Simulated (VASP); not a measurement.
# AlOs in VASP: single point with PBEsol

Aim: the single point of AlOs with PBEsol.

Program: VASP 6.6.1. These are calculated values, not measurements. Logs are shortened: lines on timing, memory, paths and dates and some standing lists are left out, and cuts for length are marked.

**1. The cell of the first run**

The cell holds a slab with vacuum, 12 atoms: a = 4.240 Å, b = 4.240 Å, c = 25.520 Å, α = 90.00°, β = 90.00°, γ = 60.00°.

**2. Single point, PBEsol**

Input file INCAR:

```
ALGO = Normal
DIPOL = 0.5 0.5 0.500
EDIFF = 1E-6
ENCUT = 520
GGA = PS
IDIPOL = 3
ISIF = 2
ISMEAR = -1
LASPH = True
LCHARG = False
LDIPOL = True
LREAL = False
LWAVE = False
NBANDS = 45
NELM = 60
PREC = Accurate
SIGMA = 0.02
```

Input file KPOINTS:

```
k-points
0
Gamma
  5 5 1
```

Input file POSCAR:

```
AlOs
1.0
    4.2396877809      0.0000000000      0.0000000000
    2.1198438905      3.6716773224      0.0000000000
    0.0000000000      0.0000000000     25.5196490876
Al Os
6 6
Direct
    0.0000000000      0.0000000000      0.3134839344
    0.6666666667      0.6666666667      0.3813079582
    0.3333333333      0.3333333333      0.4491319821
    0.0000000000      0.0000000000      0.5169560060
    0.6666666667      0.6666666667      0.5847800298
    0.3333333333      0.3333333333      0.6526040537
    0.3333333333      0.3333333333      0.3473959463
    1.0000000000      0.0000000000      0.4152199702
    0.6666666667      0.6666666667      0.4830439940
    0.3333333333      0.3333333333      0.5508680179
    1.0000000000      0.0000000000      0.6186920418
    0.6666666667      0.6666666667      0.6865160656
```

Potentials or basis: VASP PAW PBE potentials, release 64 (Al, Os).

The run is started by

```
cat potpaw_PBE.64/Al/POTCAR potpaw_PBE.64/Os/POTCAR > POTCAR
mpirun -np 1 vasp_std > vasp.out
```

OUTCAR:

```text
EDIFF = 1E-6
   ENCUT = 520
   GGA = PS
   ISIF = 2
   ISMEAR = -1
   LASPH = True
   LREAL = False
   NELM = 60
   PREC = Accurate

 ion  position               nearest neighbor table
   1  0.000  0.000  0.313-   7 2.60   7 2.60   7 2.60   8 2.60   2 3.00   2 3.00   2 3.00
   2  0.667  0.667  0.381-   7 2.60   7 2.60   9 2.60   7 2.60   8 2.60   8 2.60   8 2.60   1 3.00
                             1 3.00   1 3.00   3 3.00   3 3.00   3 3.00
   3  0.333  0.333  0.449-   9 2.60   9 2.60   8 2.60   8 2.60   8 2.60   7 2.60  10 2.60   9 2.60
                             2 3.00   2 3.00   4 3.00   4 3.00   4 3.00   2 3.00
   4  0.000  0.000  0.517-  10 2.60  10 2.60  10 2.60   8 2.60  11 2.60   9 2.60   9 2.60   9 2.60
                             5 3.00   5 3.00   5 3.00   3 3.00   3 3.00   3 3.00
   5  0.667  0.667  0.585-  10 2.60  10 2.60   9 2.60  12 2.60  10 2.60  11 2.60  11 2.60  11 2.60
                             4 3.00   4 3.00   4 3.00   6 3.00   6 3.00   6 3.00
   6  0.333  0.333  0.653-  12 2.60  12 2.60  11 2.60  11 2.60  11 2.60  10 2.60  12 2.60   5 3.00
                             5 3.00   5 3.00
   7  0.333  0.333  0.347-   2 2.60   2 2.60   1 2.60   1 2.60   1 2.60   3 2.60   2 2.60   8 3.00
                             8 3.00   8 3.00
   8  0.000  0.000  0.415-   3 2.60   3 2.60   3 2.60   1 2.60   4 2.60   2 2.60   2 2.60   2 2.60
                             9 3.00   9 3.00   9 3.00   7 3.00   7 3.00   7 3.00
   9  0.667  0.667  0.483-   3 2.60   3 2.60   2 2.60   5 2.60   3 2.60   4 2.60   4 2.60   4 2.60
                             8 3.00   8 3.00   8 3.00  10 3.00  10 3.00  10 3.00
  10  0.333  0.333  0.551-   5 2.60   5 2.60   4 2.60   4 2.60   4 2.60   3 2.60   6 2.60   5 2.60
                             9 3.00   9 3.00  11 3.00  11 3.00  11 3.00   9 3.00
  11  0.000  0.000  0.619-   6 2.60   6 2.60   6 2.60   4 2.60   5 2.60   5 2.60   5 2.60  12 3.00
                            12 3.00  12 3.00  10 3.00  10 3.00  10 3.00
  12  0.667  0.667  0.687-   6 2.60   6 2.60   5 2.60   6 2.60  11 3.00  11 3.00  11 3.00

  LATTYP: Found a hexagonal cell.
 ALAT       =     4.2396877809
 C/A-ratio  =     6.0192283975

  Lattice vectors:

 A1 = (  -2.1198438905,  -3.6716773224,   0.0000000000)
 A2 = (   4.2396877809,   0.0000000000,   0.0000000000)
 A3 = (   0.0000000000,   0.0000000000,  25.5196490876)

Analysis of symmetry for initial positions (statically):
=====================================================================
 Subroutine PRICEL returns:
 Original cell was already a primitive cell.

 Routine SETGRP: Setting up the symmetry group for a
 hexagonal supercell.

 Subroutine GETGRP returns: Found  6 space group operations
 (whereof  6 operations were pure point group operations)
 out of a pool of 24 trial point group operations.

The static configuration has the point symmetry C_3v.

Analysis of symmetry for dynamics (positions and initial velocities):
=====================================================================
 Subroutine PRICEL returns:
 Original cell was already a primitive cell.

 Routine SETGRP: Setting up the symmetry group for a
 hexagonal supercell.

 Subroutine GETGRP returns: Found  6 space group operations
 (whereof  6 operations were pure point group operations)
 out of a pool of 24 trial point group operations.

The dynamic configuration has the point symmetry C_3v.

 Subroutine INISYM returns: Found  6 space group operations
 (whereof  6 operations are pure point group operations),
 and found     1 'primitive' translations

----------------------------------------------------------------------------------------

                                     Primitive cell

  volume of cell :     397.2584

  direct lattice vectors                    reciprocal lattice vectors
     4.239687781  0.000000000  0.000000000     0.235866425 -0.136177544  0.000000000
     2.119843890  3.671677322  0.000000000     0.000000000  0.272355088  0.000000000
     0.000000000  0.000000000 25.519649088     0.000000000  0.000000000  0.039185492

  length of vectors
     4.239687781  4.239687781 25.519649088     0.272355088  0.272355088  0.039185492

  position of ions in fractional coordinates (direct lattice)
     0.000000000  0.000000000  0.313483934
     0.666666667  0.666666667  0.381307958
     0.333333333  0.333333333  0.449131982
     0.000000000  0.000000000  0.516956006
     0.666666667  0.666666667  0.584780030
     0.333333333  0.333333333  0.652604054
     0.333333333  0.333333333  0.347395946
     0.000000000  0.000000000  0.415219970
     0.666666667  0.666666667  0.483043994
[... 38 lines left out ...]
     0.000000000  0.000000000  0.000000000

 Subroutine IBZKPT returns following result:
 ===========================================

 Found      5 irreducible k-points:

 Following reciprocal coordinates:
            Coordinates               Weight
  0.000000  0.000000  0.000000      1.000000
  0.200000  0.000000  0.000000      6.000000
  0.400000 -0.000000  0.000000      6.000000
  0.400000  0.200000  0.000000      6.000000
 -0.400000  0.200000  0.000000      6.000000
   k-points           NKPTS =      5   k-points in BZ     NKDIM =      5   number of bands    NBANDS=     45
   number of dos      NEDOS =    301   number of ions     NIONS =     12
   total plane-waves  NPLWV = 196608
   dimension x,y,z NGX =    32 NGY =   32 NGZ =  192
   dimension x,y,z NGXF=    64 NGYF=   64 NGZF=  384
   ions per type =               6   6
   NGX,Y,Z   is equivalent  to a cutoff of  12.55, 12.55, 12.51 a.u.
   NGXF,Y,Z  is equivalent  to a cutoff of  25.10, 25.10, 25.02 a.u.
 SYSTEM =  unknown system
   PREC   = accura    normal or accurate (medium, high low for compatibility)
   ISTART =      0    job   : 0-new  1-cont  2-samecut
   ICHARG =      2    charge: 1-file 2-atom 10-const
   ISPIN  =      1    spin polarized calculation?
   LNONCOLLINEAR =      F non collinear calculations
   LSORBIT =      F    spin-orbit coupling
   LASPH  =      T    aspherical Exc in radial PAW
   ENCUT  =  520.0 eV  38.22 Ry    6.18 a.u.   7.88  7.88 47.45*2*pi/ulx,y,z
   NELM   =     60;   NELMIN=  2; NELMDL= -5     # of ELM steps
   EDIFF  = 0.1E-05   stopping-criterion for ELM
   LREAL  =      F    real-space projection
   EDIFFG = 0.1E-04   stopping-criterion for IOM
   NSW    =      0    number of steps for IOM
   IBRION =     -1    ionic relax: 0-MD 1-quasi-New 2-CG
   NFREE  =      0    steps in history (QN), initial steepest desc. (CG)
   ISIF   =      2    stress and relaxation
   ISYM   =      2    0-nonsym 1-usesym 2-fastsym
   POTIM  = 0.5000    time-step for ionic-motion
   TEBEG  =    0.0;   TEEND  =   0.0 temperature during run
   PSTRESS=    0.0 pullay stress
   NELECT =      66.0000    total number of electrons
   NUPDOWN=      -1.0000    fix difference up-down
   EMIN   =  10.00;   EMAX   =-10.00  energy-range for DOS
   EFERMI =   0.00;   METHOD = LEGACY
   ISMEAR =    -1;   SIGMA  =   0.02  broadening in eV -4-tet -1-fermi 0-gaus
   EFERMI_NEDOS =   21; number of points for ismear=-14 and -15
   IALGO  =     38    algorithm
   IMIX   =      4    mixing-type and parameters
     AMIX     =   0.40;   BMIX     =  1.00
     AMIX_MAG =   1.60;   BMIX_MAG =  1.00
  volume/ion in A,a.u.               =      33.10       223.40
  Fermi-wavevector in a.u.,A,eV,Ry     =   0.899978  1.700711 11.020175  0.809960
  Thomas-Fermi vector in A             =   2.022878
   LORBIT       =      0    0 simple, 1 ext, 2 COOP (PROOUT), +10 PAW based schemes
   GGA     = PS    functional components
   LHFCALC =     F    Hartree Fock is set to
   AEXX    =    0.0000 exact exchange contribution
   IVDW    =     0    specifies the selected vdW correction
   LEPSILON=     F    determine dielectric tensor
   LRPA    =     F    only Hartree local field effects (RPA)
 non-spin polarized calculation
  energy-cutoff  :      520.00
  volume of cell :      397.26
 maximum number of plane-waves:     10750
   NGX = 15   NGY = 15   NGZ = 95

 dipolmoment           0.000000      0.000000      0.006266 electrons x Angstroem

 number of electron      66.0000000 magnetization

 dipolmoment           0.000000      0.000000     -0.021031 electrons x Angstroem

 Free energy of the ion-electron system (eV)
  ---------------------------------------------------
  ext. energy  EPLUGINS =         0.00000000
  ---------------------------------------------------
  free energy    TOTEN  =       -95.46638592 eV

  energy without entropy =      -95.44225470  energy(sigma->0) =      -95.45432031

 E-fermi :   0.9948     XC(G=0):  -6.1005

 val. band max:        0.9631460066   @ k =   0.4000   0.2000   0.0000
 cond. band min:       0.9965627234   @ k =   0.4000   0.2000   0.0000
 fundamental gap:      0.0334167168
 Fermi energy:         0.9947799402

 k-point     1 :       0.0000    0.0000    0.0000
  band No.  band energies     occupation
      1      -9.6082      2.00000
      2      -8.5488      2.00000
      3      -7.0525      2.00000
      4      -5.5653      2.00000
      5      -4.6233      2.00000
      6      -4.0571      2.00000
[... 229 lines left out ...]
     44       4.5647      0.00000
     45       5.0491      0.00000

------------------------ aborting loop because EDIFF is reached ----------------------------------------

 vacuum level on the upper side and lower side of the slab       (xc-potential included)        -0.250        -0.050

  FORCE on cell =-STRESS in cart. coord.  units (eV):
  Direction    XX          YY          ZZ          XY          YZ          ZX
  --------------------------------------------------------------------------------------
  -------------------------------------------------------------------------------------
  Total       -8.5812985     -8.5812985     -5.0785271     -0.0000000      0.0000000      0.0000000
  in kB      -34.6091161    -34.6091161    -20.4821375     -0.0000000      0.0000000      0.0000000
  external PRESSURE =     -29.9001233 kB  Pullay stress =       0.0000000 kB

 VOLUME and BASIS-vectors are now :
 -----------------------------------------------------------------------------
  energy-cutoff  :      520.00
  volume of cell :      397.26
      direct lattice vectors                 reciprocal lattice vectors
     4.239687781  0.000000000  0.000000000     0.235866425 -0.136177544  0.000000000
     2.119843890  3.671677322  0.000000000     0.000000000  0.272355088  0.000000000
     0.000000000  0.000000000 25.519649088     0.000000000  0.000000000  0.039185492

 POSITION                                       TOTAL-FORCE (eV/Angst)
 -----------------------------------------------------------------------------------
      0.00000      0.00000      8.00000         0.000000     -0.000000      0.309738
      4.23969      2.44778      9.73085         0.000000      0.000000     -0.248337
      2.11984      1.22389     11.46169        -0.000000      0.000000     -0.084196
      0.00000      0.00000     13.19254         0.000000      0.000000     -0.016170
      4.23969      2.44778     14.92338        -0.000000      0.000000      0.282995
      2.11984      1.22389     16.65423        -0.000000      0.000000      0.362059
      2.11984      1.22389      8.86542        -0.000000      0.000000      0.192412
      0.00000      0.00000     10.59627         0.000000      0.000000     -0.009376
      4.23969      2.44778     12.32711         0.000000      0.000000     -0.101106
      2.11984      1.22389     14.05796        -0.000000      0.000000      0.224163
      0.00000      0.00000     15.78880         0.000000      0.000000      0.978295
      4.23969      2.44778     17.51965        -0.000000     -0.000000     -1.890477
 -----------------------------------------------------------------------------------
    total drift:                               -0.000000     -0.000000     -0.000557

  FREE ENERGIE OF THE ION-ELECTRON SYSTEM (eV)
  ---------------------------------------------------
  free  energy   TOTEN  =       -95.4663859156 eV

  energy  without entropy=      -95.4422547010  energy(sigma->0) =      -95.45432031

 vacuum level on the upper side and lower side of the slab         5.327         5.538
```

Wall time 5.2 min (1 thread of Intel Xeon Platinum 8488C (Sapphire Rapids), shared host); peak memory 0.46 GiB.

Results:

```yaml
Free_energy: -95.4664 eV
Largest_force: 1.890 eV/Å
Band_gap_on_the_k_mesh: zero (band 33 reaches 1.22 eV, above the bottom of band 34 at 0.75 eV)
```

Forces on the atoms (eV/Å):
```
Al   0.000  0.000  0.310
Al   0.000  0.000 -0.248
Al   0.000  0.000 -0.084
Al   0.000  0.000 -0.016
Al   0.000  0.000  0.283
Al   0.000  0.000  0.362
Os   0.000  0.000  0.192
Os   0.000  0.000 -0.009
Os   0.000  0.000 -0.101
Os   0.000  0.000  0.224
Os   0.000  0.000  0.978
Os   0.000  0.000 -1.890
```

Caveat: the PAW data sets were made with another functional, which shifts forces and pressure a little; spin-orbit coupling is left out, which moves the levels of the heavy elements.
